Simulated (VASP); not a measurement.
# Sb (P2_1/m) in VASP: single point with HSE06

Aim: the single point of Sb with HSE06.

Everything below comes from runs of VASP 6.6.1. Logs are shortened: lines on timing, memory, paths and dates and some standing lists are left out, and cuts for length are marked.

### 1 The cell of the first run

It takes space group P2_1/m (No. 11, monoclinic). The conventional cell has a = 4.528 Å, b = 4.421 Å, c = 6.500 Å, α = 90.00°, β = 101.72°, γ = 90.00°. Within 3.8 Å of Sb (site symmetry m) lie 7 Sb at 2.92 to 3.75 Å. Within 3.8 Å of Sb (site symmetry m) lie 7 Sb at 2.92 to 3.74 Å.

### 2 Single point, HSE06

The input, POSCAR:

```
Sb
1.0
    4.5277000000      0.0000000000      0.0000000000
    0.0000000000      4.4211000000      0.0000000000
   -1.3205190000      0.0000000000      6.3643480000
Sb
4
Direct
    0.3399300000      0.2500000000      0.6836700000
    0.9366380000      0.7500000000      0.7627580000
    0.0633620000      0.2500000000      0.2372420000
    0.6600700000      0.7500000000      0.3163300000
```

The input, INCAR.step1:

```
PREC     = Accurate       # precision mode
ENCUT    = 520            # plane-wave cutoff, eV
EDIFF    = 1E-5           # SCF threshold, eV
ISMEAR   = -1             # smearing method
SIGMA    = 0.05           # smearing width, eV
LREAL    = False          # projectors in reciprocal space
LASPH    = True           # aspherical terms in the spheres
NELM     = 60             # most SCF steps
ALGO     = Normal         # electronic algorithm
ISIF     = 2              # what is computed and relaxed
LWAVE    = True           # write WAVECAR
LCHARG   = False          # write CHGCAR
GGA      = PE             # functional
NBANDS   = 18             # bands
KPAR     = 4
```

The input, INCAR.step2:

```
PREC     = Accurate       # precision mode
ENCUT    = 520            # plane-wave cutoff, eV
EDIFF    = 1E-7           # SCF threshold, eV
ISMEAR   = -1             # smearing method
SIGMA    = 0.05           # smearing width, eV
LREAL    = False          # projectors in reciprocal space
LASPH    = True           # aspherical terms in the spheres
NELM     = 60             # most SCF steps
ALGO     = Normal         # electronic algorithm
ISIF     = 2              # what is computed and relaxed
LWAVE    = False          # write WAVECAR
LCHARG   = False          # write CHGCAR
GGA      = PE             # functional
LHFCALC  = True           # exact exchange
HFSCREEN = 0.2079         # screening, 1/A
PRECFOCK = Normal       
ISTART   = 1            
NBANDS   = 18             # bands
KPAR     = 4
```

The input, KPOINTS:

```
Automatic mesh
0
Gamma
  4 4 4
```

Potentials or basis: VASP PAW PBE potentials, release 64 (Sb).

Command:

```sh
$ cat potpaw_PBE.64/Sb/POTCAR > POTCAR
$ cp INCAR.step1 INCAR
$ mpirun -np 4 vasp_std > vasp.out
$ cp INCAR.step2 INCAR
$ mpirun -np 4 vasp_std > vasp.out
```

OUTCAR:

```text
PREC = Accurate
   ENCUT = 520
   EDIFF = 1E-7
   ISMEAR = -1
   LREAL = False
   LASPH = True
   NELM = 60
   ISIF = 2
   GGA = PE
   LHFCALC = True
   HFSCREEN = 0.2079
   PRECFOCK = Normal
   ISTART = 1

 ion  position               nearest neighbor table
   1  0.340  0.250  0.684-   3 2.92   2 2.98   2 2.98   2 3.45   2 3.45   4 3.75   4 3.75
   2  0.937  0.750  0.763-   4 2.92   1 2.98   1 2.98   1 3.45   1 3.45   3 3.74   3 3.74
   3  0.063  0.250  0.237-   1 2.92   4 2.98   4 2.98   4 3.45   4 3.45   2 3.74   2 3.74
   4  0.660  0.750  0.316-   2 2.92   3 2.98   3 2.98   3 3.45   3 3.45   1 3.75   1 3.75

  LATTYP: Found a simple monoclinic cell.
 ALAT       =     4.5277000000
 B/A-ratio  =     0.9764560373
 C/A-ratio  =     1.4355853266
 COS(beta)  =    -0.2031599047

  Lattice vectors:

 A1 = (   4.5277000000,   0.0000000000,   0.0000000000)
 A2 = (   0.0000000000,   4.4211000000,   0.0000000000)
 A3 = (  -1.3205190000,   0.0000000000,   6.3643480000)

Analysis of symmetry for initial positions (statically):
=====================================================================
 Subroutine PRICEL returns:
 Original cell was already a primitive cell.

 Routine SETGRP: Setting up the symmetry group for a
 simple monoclinic supercell.

 Subroutine GETGRP returns: Found  4 space group operations
 (whereof  2 operations were pure point group operations)
 out of a pool of  4 trial point group operations.

The static configuration has the point symmetry S_2 .
 The point group associated with its full space group is C_2h.

Analysis of symmetry for dynamics (positions and initial velocities):
=====================================================================
 Subroutine PRICEL returns:
 Original cell was already a primitive cell.

 Routine SETGRP: Setting up the symmetry group for a
 simple monoclinic supercell.

 Subroutine GETGRP returns: Found  4 space group operations
 (whereof  2 operations were pure point group operations)
 out of a pool of  4 trial point group operations.

The dynamic configuration has the point symmetry S_2 .
 The point group associated with its full space group is C_2h.

 Subroutine INISYM returns: Found  4 space group operations
 (whereof  2 operations are pure point group operations),
 and found     1 'primitive' translations

----------------------------------------------------------------------------------------

                                     Primitive cell

  volume of cell :     127.3978

  direct lattice vectors                    reciprocal lattice vectors
     4.527700000  0.000000000  0.000000000     0.220862690  0.000000000  0.045826120
     0.000000000  4.421100000  0.000000000     0.000000000  0.226188053  0.000000000
    -1.320519000  0.000000000  6.364348000     0.000000000  0.000000000  0.157125286

  length of vectors
     4.527700000  4.421100000  6.499899683     0.225566755  0.226188053  0.157125286

  position of ions in fractional coordinates (direct lattice)
     0.339930000  0.250000000  0.683670000
     0.936638000  0.750000000  0.762758000
     0.063362000  0.250000000  0.237242000
     0.660070000  0.750000000  0.316330000

  ion indices of the primitive-cell ions
   primitive index   ion index
                 1           1
                 2           2
                 3           3
                 4           4

----------------------------------------------------------------------------------------

 KPOINTS: Automatic mesh

Automatic generation of k-mesh.
 Grid dimensions read from file:
 generate k-points for:    4    4    4

 Generating k-lattice:

  Cartesian coordinates                     Fractional coordinates (reciprocal lattice)
     0.055215672  0.000000000  0.011456530     0.250000000  0.000000000  0.000000000
     0.000000000  0.056547013  0.000000000     0.000000000  0.250000000  0.000000000
     0.000000000  0.000000000  0.039281322     0.000000000  0.000000000  0.250000000

  Length of vectors
     0.056391689  0.056547013  0.039281322

  Shift w.r.t. Gamma in fractional coordinates (k-lattice)
     0.000000000  0.000000000  0.000000000

 Subroutine IBZKPT returns following result:
 ===========================================

 Found     30 irreducible k-points:

 Following reciprocal coordinates:
            Coordinates               Weight
  0.000000  0.000000  0.000000      1.000000
  0.250000  0.000000 -0.000000      2.000000
  0.500000  0.000000 -0.000000      1.000000
  0.000000  0.250000  0.000000      2.000000
  0.250000  0.250000 -0.000000      4.000000
  0.500000  0.250000 -0.000000      2.000000
[... 16 lines left out ...]
  0.250000  0.000000  0.500000      2.000000
  0.500000  0.000000  0.500000      1.000000
 [... further k-points ...]
   k-points           NKPTS =     30   k-points in BZ     NKDIM =     64   number of bands    NBANDS=     18
   number of dos      NEDOS =    301   number of ions     NIONS =      4
   total plane-waves  NPLWV =  62208
   dimension x,y,z NGX =    36 NGY =   36 NGZ =   48
   dimension x,y,z NGXF=    72 NGYF=   72 NGZF=   96
   ions per type =               4
   NGX,Y,Z   is equivalent  to a cutoff of  13.22, 13.54, 12.28 a.u.
   NGXF,Y,Z  is equivalent  to a cutoff of  26.44, 27.07, 24.55 a.u.
 SYSTEM =  unknown system
   PREC   = accura    normal or accurate (medium, high low for compatibility)
   ISTART =      1    job   : 0-new  1-cont  2-samecut
   ICHARG =      0    charge: 1-file 2-atom 10-const
   ISPIN  =      1    spin polarized calculation?
   LNONCOLLINEAR =      F non collinear calculations
   LSORBIT =      F    spin-orbit coupling
   LASPH  =      T    aspherical Exc in radial PAW
   ENCUT  =  520.0 eV  38.22 Ry    6.18 a.u.   8.42  8.22 12.09*2*pi/ulx,y,z
   NELM   =     60;   NELMIN=  2; NELMDL=  0     # of ELM steps
   EDIFF  = 0.1E-06   stopping-criterion for ELM
   LREAL  =      F    real-space projection
   EDIFFG = 0.1E-05   stopping-criterion for IOM
   NSW    =      0    number of steps for IOM
   IBRION =     -1    ionic relax: 0-MD 1-quasi-New 2-CG
   NFREE  =      0    steps in history (QN), initial steepest desc. (CG)
   ISIF   =      2    stress and relaxation
   ISYM   =      3    0-nonsym 1-usesym 2-fastsym
   POTIM  = 0.5000    time-step for ionic-motion
   TEBEG  =    0.0;   TEEND  =   0.0 temperature during run
   PSTRESS=    0.0 pullay stress
   NELECT =      20.0000    total number of electrons
   NUPDOWN=      -1.0000    fix difference up-down
   EMIN   =  10.00;   EMAX   =-10.00  energy-range for DOS
   EFERMI =   0.00;   METHOD = LEGACY
   ISMEAR =    -1;   SIGMA  =   0.05  broadening in eV -4-tet -1-fermi 0-gaus
   EFERMI_NEDOS =   21; number of points for ismear=-14 and -15
   IALGO  =     38    algorithm
   IMIX   =      1    mixing-type and parameters
     AMIX     =   0.40;   BMIX     =  1.00
     AMIX_MAG =   1.60;   BMIX_MAG =  1.00
  volume/ion in A,a.u.               =      31.85       214.93
  Fermi-wavevector in a.u.,A,eV,Ry     =   0.883143  1.668898 10.611741  0.779941
  Thomas-Fermi vector in A             =   2.003869
   LORBIT       =      0    0 simple, 1 ext, 2 COOP (PROOUT), +10 PAW based schemes
   GGA     = PE    functional components
   LHFCALC =     T    Hartree Fock is set to
   PRECFOCK=normal    Normal, Fast or Accurate (Low or Medium for compatibility)
   ENCUT4O =  -1.0   cutoff for four orbital integrals eV
   NKREDX  =     1    reduce k-point grid by
   NKREDY  =     1    reduce k-point grid by
   NKREDZ  =     1    reduce k-point grid by
   AEXX    =    0.2500 exact exchange contribution
   HFSCREEN=    0.2079 screening length (either q_TF or 0.3 A-1)
   HFSCREENC=   0.2079 screening length for correlation (either q_TF or 0.3 A-1)
   ENCUTFOCK=  -1.0 apply spherical cutoff to Coloumb kernel
   IVDW    =     0    specifies the selected vdW correction
   LEPSILON=     F    determine dielectric tensor
   LRPA    =     F    only Hartree local field effects (RPA)
 non-spin polarized calculation
  energy-cutoff  :      520.00
  volume of cell :      127.40
 maximum number of plane-waves:      3454
 NGX is ok and might be reduce to    36
  NGX = 28; NGY = 28; NGZ = 40

 number of electron      19.9999999 magnetization

 Free energy of the ion-electron system (eV)
  ---------------------------------------------------
  ext. energy  EPLUGINS =         0.00000000
  ---------------------------------------------------
  free energy    TOTEN  =       -19.85457485 eV

  energy without entropy =      -19.85056176  energy(sigma->0) =      -19.85256830

 E-fermi :   6.2066     XC(G=0):  -7.7818

 val. band max:        5.9968683007   @ k =   0.0000   0.0000   0.0000
 cond. band min:       6.2346455618   @ k =   0.5000   0.0000   0.2500
 fundamental gap:      0.2377772612
 Fermi energy:         6.2065692838

 k-point     1 :       0.0000    0.0000    0.0000
  band No.  band energies     occupation
      1      -7.3545      2.00000
      2      -4.6380      2.00000
      3      -1.8112      2.00000
      4      -0.8275      2.00000
      5       1.5463      2.00000
      6       2.3335      2.00000
[... 10 lines left out ...]
     17      10.7445      0.00000
     18      12.3073      0.00000

 k-point     2 :       0.2500    0.0000   -0.0000
  band No.  band energies     occupation
      1      -6.9234      2.00000
      2      -4.3385      2.00000
      3      -3.1238      2.00000
      4      -1.2588      2.00000
      5       1.2579      2.00000
      6       2.8567      2.00000
[... 10 lines left out ...]
     17      11.2732      0.00000
     18      12.4259      0.00000

 k-point     3 :       0.5000    0.0000   -0.0000
  band No.  band energies     occupation
      1      -6.1156      2.00000
      2      -4.7144      2.00000
      3      -3.6197      2.00000
      4      -2.2134      2.00000
      5       1.9907      2.00000
      6       3.6475      2.00000
[... 412 lines left out ...]
 k-point    23 :       0.2500    0.0000    0.5000
  band No.  band energies     occupation
      1      -6.5879      2.00000
      2      -5.1719      2.00000
      3      -3.1670      2.00000
      4      -0.8354      2.00000
      5       2.6830      2.00000
      6       3.2687      2.00000
[... 10 lines left out ...]
     17      11.1184      0.00000
     18      12.6742      0.00000

 k-point    24 :       0.5000    0.0000    0.5000
  band No.  band energies     occupation
      1      -5.8388      2.00000
      2      -4.5906      2.00000
      3      -4.4361      2.00000
      4      -2.1243      2.00000
      5       3.0179      2.00000
      6       3.7458      2.00000
[... 10 lines left out ...]
     17      13.7071      0.00000
     18      14.0534      0.00000

 [... further k-points ...]

------------------------ aborting loop because EDIFF is reached ----------------------------------------

  FORCE on cell =-STRESS in cart. coord.  units (eV):
  Direction    XX          YY          ZZ          XY          YZ          ZX
  --------------------------------------------------------------------------------------
  -------------------------------------------------------------------------------------
  Total       -2.1447546     -2.3236061     -2.0925128      0.0000000      0.0000000      0.3567218
  in kB      -26.9728165    -29.2220839    -26.3158132      0.0000000      0.0000000      4.4861969
  external PRESSURE =     -27.5035712 kB  Pullay stress =       0.0000000 kB

 VOLUME and BASIS-vectors are now :
 -----------------------------------------------------------------------------
  energy-cutoff  :      520.00
  volume of cell :      127.40
      direct lattice vectors                 reciprocal lattice vectors
     4.527700000  0.000000000  0.000000000     0.220862690  0.000000000  0.045826120
     0.000000000  4.421100000  0.000000000     0.000000000  0.226188053  0.000000000
    -1.320519000  0.000000000  6.364348000     0.000000000  0.000000000  0.157125286

 POSITION                                       TOTAL-FORCE (eV/Angst)
 -----------------------------------------------------------------------------------
      0.63630      1.10528      4.35111        -0.412884      0.000000     -0.119614
      3.23358      3.31583      4.85446         0.369856      0.000000     -0.445871
     -0.02640      1.10528      1.50989        -0.369856      0.000000      0.445871
      2.57088      3.31583      2.01323         0.412884      0.000000      0.119614
 -----------------------------------------------------------------------------------
    total drift:                                0.000000     -0.000000      0.000000

  FREE ENERGIE OF THE ION-ELECTRON SYSTEM (eV)
  ---------------------------------------------------
  free  energy   TOTEN  =       -19.8545748504 eV

  energy  without entropy=      -19.8505617586  energy(sigma->0) =      -19.85256830
```

Run time: 67 min. Hardware: 4 MPI ranks of Oxide Virtual Turin-like, shared host; peak memory 0.38 GiB.

What came out:

```
Free energy            : -19.8546 eV
Pressure               : -2.8 GPa
Largest force          : 0.579 eV/Å
Band gap on the k mesh : zero (bands 10 and 11 overlap by 0.29 eV)
```

Forces in eV/Å, atoms in the order of the input:
```
Sb  -0.413  0.000 -0.120
Sb   0.370  0.000 -0.446
Sb  -0.370  0.000  0.446
Sb   0.413  0.000  0.120
```

Stress tensor (GPa, compression positive):
```
-2.70  0.00  0.45
 0.00 -2.92  0.00
 0.45  0.00 -2.63
```

Caveat: the PAW data sets were made with another functional, which shifts forces and pressure a little; spin-orbit coupling is left out, which moves the levels of the heavy elements.

The gap in the log of VASP goes by the Fermi energy; the results here count the filled bands.